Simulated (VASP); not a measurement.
# Fe in VASP: notebook

Fe is run at these levels: PBEsol, PBEsol-based screened hybrid; tasks: single point.

Program: VASP 6.6.1. These are calculated values, not measurements. Logs are shortened: lines on timing, memory, paths and dates and some standing lists are left out, and cuts for length are marked.

## (1) The cell of the first run

The typed cell holds 1 atom: a = 2.784 Å, b = 2.412 Å, c = 2.411 Å, α = 70.52°, β = 54.74°, γ = 54.73°.

## (2) Single point, PBEsol, collinear spin, ferromagnetic start

The input, INCAR:

```
SYSTEM = Fe
ALGO     = Fast           ! electronic algorithm
EDIFF    = 1E-6           ! SCF threshold, eV
ENCUT    = 520            ! plane-wave cutoff, eV
GGA      = PS             ! functional
ISIF     = 2              ! what is computed and relaxed
ISMEAR   = -1             ! smearing method
ISPIN    = 2              ! spin polarisation
LASPH    = .TRUE.         ! aspherical terms in the spheres
LCHARG   = .FALSE.        ! write CHGCAR
LMAXMIX  = 4              ! l up to which the mixer works
LORBIT   = 11             ! projections on sites
LREAL    = .FALSE.        ! projectors in reciprocal space
LWAVE    = .FALSE.        ! write WAVECAR
MAGMOM   = 3              ! initial moments
NBANDS   = 14             ! bands
NELM     = 150            ! most SCF steps
PREC     = Accurate       ! precision mode
SIGMA    = 0.05           ! smearing width, eV
```

The input, KPOINTS:

```
k-points
0
G
  13 13 13
  0 0 0
```

The input, POSCAR:

```
Fe
1.0
    0.0000000000      1.9685770611      1.9688722293
    1.3924364501      0.0000000000      1.9688722293
    1.3924364501      1.9685770611      0.0000000000
Fe
1
Direct
    0.0000000000      0.0000000000      0.0000000000
```

Potentials or basis: VASP PAW PBE potentials, release 64 (Fe).

Launch:

```
$ cat potpaw_PBE.64/Fe/POTCAR > POTCAR
$ mpirun -np 1 vasp_std > vasp.out
```

OUTCAR:

```text
SYSTEM = Fe
   EDIFF = 1E-6
   ENCUT = 520
   GGA = PS
   ISIF = 2
   ISMEAR = -1
   ISPIN = 2
   LASPH = .TRUE.
   LORBIT = 11
   LREAL = .FALSE.
   NELM = 150
   PREC = Accurate

 ion  position               nearest neighbor table
   1  0.000  0.000  0.000-

  LATTYP: Found a face centered orthorhombic cell.
 ALAT       =     2.7848729002
 B/A-ratio  =     1.4137643847
 C/A-ratio  =     1.4139763643

  Lattice vectors:

 A1 = (   0.0000000000,   1.9685770611,   1.9688722293)
 A2 = (   1.3924364501,   0.0000000000,   1.9688722293)
 A3 = (   1.3924364501,   1.9685770611,   0.0000000000)

Analysis of symmetry for initial positions (statically):
=====================================================================
 Subroutine PRICEL returns:
 Original cell was already a primitive cell.

 Routine SETGRP: Setting up the symmetry group for a
 face centered orthorhombic supercell.

 Subroutine GETGRP returns: Found  8 space group operations
 (whereof  8 operations were pure point group operations)
 out of a pool of  8 trial point group operations.

The static configuration has the point symmetry D_2h.

Analysis of symmetry for dynamics (positions and initial velocities):
=====================================================================
 Subroutine PRICEL returns:
 Original cell was already a primitive cell.

 Routine SETGRP: Setting up the symmetry group for a
 face centered orthorhombic supercell.

 Subroutine GETGRP returns: Found  8 space group operations
 (whereof  8 operations were pure point group operations)
 out of a pool of  8 trial point group operations.

The dynamic configuration has the point symmetry D_2h.

Analysis of structural, dynamic, and magnetic symmetry:
=====================================================================
 Subroutine PRICEL returns:
 Original cell was already a primitive cell.

 Routine SETGRP: Setting up the symmetry group for a
 face centered orthorhombic supercell.

 Subroutine GETGRP returns: Found  8 space group operations
 (whereof  8 operations were pure point group operations)
 out of a pool of  8 trial point group operations.

The overall configuration has the point symmetry D_2h.

 Subroutine INISYM returns: Found  8 space group operations
 (whereof  8 operations are pure point group operations),
 and found     1 'primitive' translations

----------------------------------------------------------------------------------------

                                     Primitive cell

  volume of cell :      10.7938

  direct lattice vectors                    reciprocal lattice vectors
     0.000000000  1.968577061  1.968872229    -0.359082815  0.253990565  0.253952487
     1.392436450  0.000000000  1.968872229     0.359082815 -0.253990565  0.253952487
     1.392436450  1.968577061  0.000000000     0.359082815  0.253990565 -0.253952487

  length of vectors
     2.784197102  2.411501010  2.411260026     0.507881424  0.507881424  0.507881424

  position of ions in fractional coordinates (direct lattice)
     0.000000000  0.000000000  0.000000000

  ion indices of the primitive-cell ions
   primitive index   ion index
                 1           1

----------------------------------------------------------------------------------------

 KPOINTS: k-points

Automatic generation of k-mesh.
 Grid dimensions read from file:
 generate k-points for:   13   13   13

 Generating k-lattice:

  Cartesian coordinates                     Fractional coordinates (reciprocal lattice)
    -0.027621755  0.019537736  0.019534807     0.076923077 -0.000000000  0.000000000
     0.027621755 -0.019537736  0.019534807    -0.000000000  0.076923077  0.000000000
     0.027621755  0.019537736 -0.019534807     0.000000000  0.000000000  0.076923077

  Length of vectors
     0.039067802  0.039067802  0.039067802

  Shift w.r.t. Gamma in fractional coordinates (k-lattice)
     0.000000000  0.000000000  0.000000000

 Subroutine IBZKPT returns following result:
 ===========================================

 Found    343 irreducible k-points:

 Following reciprocal coordinates:
            Coordinates               Weight
  0.000000  0.000000  0.000000      1.000000
  0.076923 -0.000000  0.000000      8.000000
  0.153846 -0.000000  0.000000      8.000000
  0.230769 -0.000000  0.000000      8.000000
  0.307692 -0.000000  0.000000      8.000000
  0.384615 -0.000000  0.000000      8.000000
[... 16 lines left out ...]
  0.384615  0.153846  0.000000      8.000000
  0.461538  0.153846 -0.000000      8.000000
 [... further k-points ...]
   k-points           NKPTS =    343   k-points in BZ     NKDIM =    343   number of bands    NBANDS=     14
   number of dos      NEDOS =    301   number of ions     NIONS =      1
   total plane-waves  NPLWV =   7776
   dimension x,y,z NGX =    24 NGY =   18 NGZ =   18
   dimension x,y,z NGXF=    48 NGYF=   36 NGZF=   36
   ions per type =               1
   NGX,Y,Z   is equivalent  to a cutoff of  14.33, 12.41, 12.41 a.u.
   NGXF,Y,Z  is equivalent  to a cutoff of  28.66, 24.82, 24.82 a.u.
 SYSTEM =  Fe
   PREC   = accura    normal or accurate (medium, high low for compatibility)
   ISTART =      0    job   : 0-new  1-cont  2-samecut
   ICHARG =      2    charge: 1-file 2-atom 10-const
   ISPIN  =      2    spin polarized calculation?
   LNONCOLLINEAR =      F non collinear calculations
   LSORBIT =      F    spin-orbit coupling
   LASPH  =      T    aspherical Exc in radial PAW
   ENCUT  =  520.0 eV  38.22 Ry    6.18 a.u.   5.18  4.48  4.48*2*pi/ulx,y,z
   NELM   =    150;   NELMIN=  2; NELMDL= -5     # of ELM steps
   EDIFF  = 0.1E-05   stopping-criterion for ELM
   LREAL  =      F    real-space projection
   EDIFFG = 0.1E-04   stopping-criterion for IOM
   NSW    =      0    number of steps for IOM
   IBRION =     -1    ionic relax: 0-MD 1-quasi-New 2-CG
   NFREE  =      0    steps in history (QN), initial steepest desc. (CG)
   ISIF   =      2    stress and relaxation
   ISYM   =      2    0-nonsym 1-usesym 2-fastsym
   POTIM  = 0.5000    time-step for ionic-motion
   TEBEG  =    0.0;   TEEND  =   0.0 temperature during run
   PSTRESS=    0.0 pullay stress
   NELECT =       8.0000    total number of electrons
   NUPDOWN=      -1.0000    fix difference up-down
   EMIN   =  10.00;   EMAX   =-10.00  energy-range for DOS
   EFERMI =   0.00;   METHOD = LEGACY
   ISMEAR =    -1;   SIGMA  =   0.05  broadening in eV -4-tet -1-fermi 0-gaus
   EFERMI_NEDOS =   21; number of points for ismear=-14 and -15
   IALGO  =     68    algorithm
   IMIX   =      4    mixing-type and parameters
     AMIX     =   0.40;   BMIX     =  1.00
     AMIX_MAG =   1.60;   BMIX_MAG =  1.00
  volume/ion in A,a.u.               =      10.79        72.84
  Fermi-wavevector in a.u.,A,eV,Ry     =   1.481539  2.799702 29.864209  2.194957
  Thomas-Fermi vector in A             =   2.595437
   LORBIT       =     11    0 simple, 1 ext, 2 COOP (PROOUT), +10 PAW based schemes
   GGA     = PS    functional components
   LHFCALC =     F    Hartree Fock is set to
   AEXX    =    0.0000 exact exchange contribution
   IVDW    =     0    specifies the selected vdW correction
   LEPSILON=     F    determine dielectric tensor
   LRPA    =     F    only Hartree local field effects (RPA)
 spin polarized calculation
 RMM-DIIS sequential band-by-band and
  energy-cutoff  :      520.00
  volume of cell :       10.79
 maximum number of plane-waves:       321
 NGX is ok and might be reduce to    24
   NGX = 11   NGY =  9   NGZ =  9

 number of electron       8.0000002 magnetization       2.0684890

 Free energy of the ion-electron system (eV)
  ---------------------------------------------------
  ext. energy  EPLUGINS =         0.00000000
  ---------------------------------------------------
  free energy    TOTEN  =        -8.92217667 eV

  energy without entropy =       -8.91340989  energy(sigma->0) =       -8.91779328

 E-fermi :   6.2631     XC(G=0): -13.5729

 val. band max:        6.2623112184   @ k =   0.4615   0.2308   0.1538
 cond. band min:       6.2761521451   @ k =  -0.1538   0.2308   0.3077
 fundamental gap:      0.0138409267
 Fermi energy:         6.2630904217

 spin component 1

 k-point     1 :       0.0000    0.0000    0.0000
  band No.  band energies     occupation
      1      -2.6155      1.00000
      2       3.8173      1.00000
      3       3.8187      1.00000
      4       3.8194      1.00000
      5       5.1759      1.00000
      6       5.1773      1.00000
      7      31.6361      0.00000
      8      31.6396      0.00000
      9      31.6440      0.00000
     10      37.0800      0.00000
     11      37.0836      0.00000
     12      39.6625      0.00000
     13      39.6636      0.00000
     14      39.6716      0.00000
[... 375 lines left out ...]
 k-point    24 :       0.4615    0.1538   -0.0000
  band No.  band energies     occupation
      1       1.4544      1.00000
      2       2.8003      1.00000
      3       3.7630      1.00000
      4       5.1152      1.00000
      5       5.5991      1.00000
      6       7.7157      0.00000
      7      16.9929      0.00000
      8      21.7809      0.00000
      9      26.8346      0.00000
     10      32.4600      0.00000
     11      37.6529      0.00000
     12      39.5968      0.00000
     13      45.9330      0.00000
     14      48.9142      0.00000

 [... further k-points ...]

 spin component 2

 k-point     1 :       0.0000    0.0000    0.0000
  band No.  band energies     occupation
      1      -2.3581      1.00000
      2       5.6109      1.00000
      3       5.6127      1.00000
      4       5.6137      1.00000
      5       7.7255      0.00000
      6       7.7277      0.00000
      7      31.5593      0.00000
      8      31.5629      0.00000
      9      31.5674      0.00000
     10      37.4027      0.00000
     11      37.4056      0.00000
     12      40.3609      0.00000
     13      40.3621      0.00000
     14      40.3701      0.00000
[... 375 lines left out ...]
 k-point    24 :       0.4615    0.1538   -0.0000
  band No.  band energies     occupation
      1       2.4586      1.00000
      2       4.4025      1.00000
      3       5.0430      1.00000
      4       7.4224      0.00000
      5       8.0476      0.00000
      6       9.4130      0.00000
      7      17.9669      0.00000
      8      22.3944      0.00000
      9      27.3558      0.00000
     10      32.8257      0.00000
     11      38.0280      0.00000
     12      40.1122      0.00000
     13      46.3360      0.00000
     14      49.5335      0.00000

 [... further k-points ...]

------------------------ aborting loop because EDIFF is reached ----------------------------------------

  FORCE on cell =-STRESS in cart. coord.  units (eV):
  Direction    XX          YY          ZZ          XY          YZ          ZX
  --------------------------------------------------------------------------------------
  -------------------------------------------------------------------------------------
  Total       -0.0061186     -0.0030069     -0.0055688     -0.0000000      0.0000000      0.0000000
  in kB       -0.9082072     -0.4463291     -0.8265960     -0.0000000      0.0000000      0.0000000
  external PRESSURE =      -0.7270441 kB  Pullay stress =       0.0000000 kB

 VOLUME and BASIS-vectors are now :
 -----------------------------------------------------------------------------
  energy-cutoff  :      520.00
  volume of cell :       10.79
      direct lattice vectors                 reciprocal lattice vectors
     0.000000000  1.968577061  1.968872229    -0.359082815  0.253990565  0.253952487
     1.392436450  0.000000000  1.968872229     0.359082815 -0.253990565  0.253952487
     1.392436450  1.968577061  0.000000000     0.359082815  0.253990565 -0.253952487

 POSITION                                       TOTAL-FORCE (eV/Angst)
 -----------------------------------------------------------------------------------
      0.00000      0.00000      0.00000         0.000000     -0.000000      0.000000
 -----------------------------------------------------------------------------------
    total drift:                               -0.000000      0.000000      0.000000

  FREE ENERGIE OF THE ION-ELECTRON SYSTEM (eV)
  ---------------------------------------------------
  free  energy   TOTEN  =        -8.9221766699 eV

  energy  without entropy=       -8.9134098913  energy(sigma->0) =       -8.91779328

 total charge

# of ion       s       p       d       tot
------------------------------------------
    1        0.512   0.591   6.281   7.385

 magnetization (x)

# of ion       s       p       d       tot
------------------------------------------
    1       -0.013  -0.051   2.114   2.050
```

Wall time 65 s (1 thread of Intel Xeon Platinum 8259CL at 2.50GHz (Skylake/Cascade Lake), shared host); peak memory 0.2 GiB.

Results:

| Item | Value |
| --- | --- |
| Free energy | -8.9222 eV |
| Pressure | -0.1 GPa |
| Net moment | 2.07 μB per cell |
| Site moments | Fe +2.05 μB |
| Valence electrons inside the program's atomic spheres | Fe 7.38 |

Caveat: the PAW data sets were made with another functional, which shifts forces and pressure a little.

## (3) Single point, PBEsol-based screened hybrid, collinear spin, ferromagnetic start

This run uses another cell than the first one, of 11.94 Å³/atom, 1.106 times its volume.

The input, POSCAR:

```
Fe
1.0
    0.0000000000      2.0023869371      2.0023876951
    1.4885744667      0.0000000000      2.0023876951
    1.4885744667      2.0023869371      0.0000000000
Fe
1
Direct
    0.0000000000      0.0000000000      0.0000000000
```

The input, INCAR.step1:

```
SYSTEM = Fe
  PREC = Accurate
  ENCUT = 520
  EDIFF = 1E-5
  ISMEAR = -1
  SIGMA = 0.05
  LREAL = .FALSE.
  LASPH = .TRUE.
  NELM = 150
  ALGO = Normal
  ISIF = 2
  LWAVE = .TRUE.
  LCHARG = .FALSE.
  ISPIN = 2
  MAGMOM = 3
  LORBIT = 11
  LMAXMIX = 4
  NBANDS = 14
  GGA = PE
```

The input, INCAR.step2:

```
SYSTEM = Fe
  PREC = Accurate
  ENCUT = 520
  EDIFF = 1E-7
  ISMEAR = -1
  SIGMA = 0.05
  LREAL = .FALSE.
  LASPH = .TRUE.
  NELM = 150
  ALGO = Normal
  ISIF = 2
  LWAVE = .FALSE.
  LCHARG = .FALSE.
  ISPIN = 2
  MAGMOM = 3
  LORBIT = 11
  LMAXMIX = 4
  GGA = PS
  LHFCALC = .TRUE.
  AEXX = 0.25
  HFSCREEN = 0.207
  PRECFOCK = Normal
  NBANDS = 14
  ISTART = 1
```

The input, KPOINTS:

```
regular mesh
0
G
  7 7 7
  0 0 0
```

Potentials or basis: VASP PAW PBE potentials, release 64 (Fe).

Launch:

```
$ cat potpaw_PBE.64/Fe/POTCAR > POTCAR
$ cp INCAR.step1 INCAR
$ mpirun -np 1 vasp_std > vasp.out
$ cp INCAR.step2 INCAR
$ mpirun -np 1 vasp_std > vasp.out
```

OUTCAR:

```text
SYSTEM = Fe
   PREC = Accurate
   ENCUT = 520
   EDIFF = 1E-7
   ISMEAR = -1
   LREAL = .FALSE.
   LASPH = .TRUE.
   NELM = 150
   ISIF = 2
   ISPIN = 2
   LORBIT = 11
   GGA = PS
   LHFCALC = .TRUE.
   AEXX = 0.25
   HFSCREEN = 0.207
   PRECFOCK = Normal
   ISTART = 1

 ion  position               nearest neighbor table
   1  0.000  0.000  0.000-

  LATTYP: Found a body centered tetragonal cell.
 ALAT       =     2.8318032996
 C/A-ratio  =     1.0513261758

  Lattice vectors:
[... 1034 lines left out ...]
  --------------------------------------------------------------------------------------
  -------------------------------------------------------------------------------------
  Total        0.0318282      0.0362117      0.0362117      0.0000000      0.0000000     -0.0000000
  in kB        4.2719508      4.8602985      4.8603022      0.0000000      0.0000000     -0.0000000
  external PRESSURE =       4.6641838 kB  Pullay stress =       0.0000000 kB

 VOLUME and BASIS-vectors are now :
 -----------------------------------------------------------------------------
  energy-cutoff  :      520.00
  volume of cell :       11.94
      direct lattice vectors                 reciprocal lattice vectors
     0.000000000  2.002386937  2.002387695    -0.335891829  0.249701989  0.249701894
     1.488574467  0.000000000  2.002387695     0.335891829 -0.249701989  0.249701894
     1.488574467  2.002386937  0.000000000     0.335891829  0.249701989 -0.249701894

 POSITION                                       TOTAL-FORCE (eV/Angst)
 -----------------------------------------------------------------------------------
      0.00000      0.00000      0.00000        -0.000000      0.000000      0.000000
 -----------------------------------------------------------------------------------
    total drift:                                0.000025     -0.000002     -0.000006

  FREE ENERGIE OF THE ION-ELECTRON SYSTEM (eV)
  ---------------------------------------------------
  free  energy   TOTEN  =       -11.9432662806 eV

  energy  without entropy=      -11.9403560149  energy(sigma->0) =      -11.94181115

 total charge

# of ion       s       p       d       tot
------------------------------------------
    1        0.490   0.551   6.159   7.199

 magnetization (x)

# of ion       s       p       d       tot
------------------------------------------
    1       -0.034  -0.140   3.093   2.919
```

OSZICAR.step1:

```text
N       E                     dE             d eps       ncg     rms          rms(c)
DAV:   1     0.214021263846E+02    0.21402E+02   -0.37368E+03  2440   0.681E+02
DAV:   2    -0.820749151314E+01   -0.29610E+02   -0.27239E+02  2384   0.126E+02
DAV:   3    -0.913776383241E+01   -0.93027E+00   -0.92639E+00  2782   0.236E+01
DAV:   4    -0.914081171720E+01   -0.30479E-02   -0.30477E-02  2600   0.123E+00
DAV:   5    -0.914082645515E+01   -0.14738E-04   -0.14738E-04  2714   0.872E-02    0.109E+01
DAV:   6    -0.832926292603E+01    0.81156E+00   -0.10647E+01  2750   0.372E+01    0.617E+00
DAV:   7    -0.824754217755E+01    0.81721E-01   -0.81086E-01  2702   0.984E+00    0.348E+00
DAV:   8    -0.823998039335E+01    0.75618E-02   -0.10569E-02  2718   0.700E-01    0.141E+00
DAV:   9    -0.823330286308E+01    0.66775E-02   -0.75156E-03  3000   0.462E-01    0.358E-01
DAV:  10    -0.823328849226E+01    0.14371E-04   -0.13922E-03  2720   0.432E-01    0.102E-01
DAV:  11    -0.823332933114E+01   -0.40839E-04   -0.32736E-04  2668   0.129E-01    0.430E-02
DAV:  12    -0.823333041889E+01   -0.10877E-05   -0.54942E-06  1566   0.251E-02
   1 F= -.82333304E+01 E0= -.82295077E+01  d E =-.764547E-02  mag=     2.3340
```

Wall time 32 min (1 thread of Intel Xeon Platinum 8488C (Sapphire Rapids), shared host); peak memory 0.25 GiB.

What came out:

| Quantity | Value |
| --- | --- |
| Free energy | -11.9433 eV |
| Pressure | 0.5 GPa |
| Net moment | 2.87 μB per cell |
| Site moments | Fe +2.92 μB |
| Valence electrons inside the program's atomic spheres | Fe 7.20 |

Levels at points of the mesh, in eV from the Fermi level:
Spin up:
```csv
k point,band 2,band 3,band 4,band 5,band 6,band 7,band 8,band 9
"(0.00, 0.00, 0.00)",-5.16,-5.16,-5.04,-4.02,-3.77,24.83,25.82,25.82
```
Spin down:
| k point | band 1 | band 2 | band 3 | band 4 | band 5 | band 6 | band 7 |
| --- | --- | --- | --- | --- | --- | --- | --- |
| (0.00, 0.00, 0.00) | -9.88 | 0.67 | 0.67 | 1.53 | 3.21 | 3.86 | 24.18 |

Caveat: the k points lie up to 0.44 Å⁻¹ apart; the PAW data sets were made with another functional, which shifts forces and pressure a little.
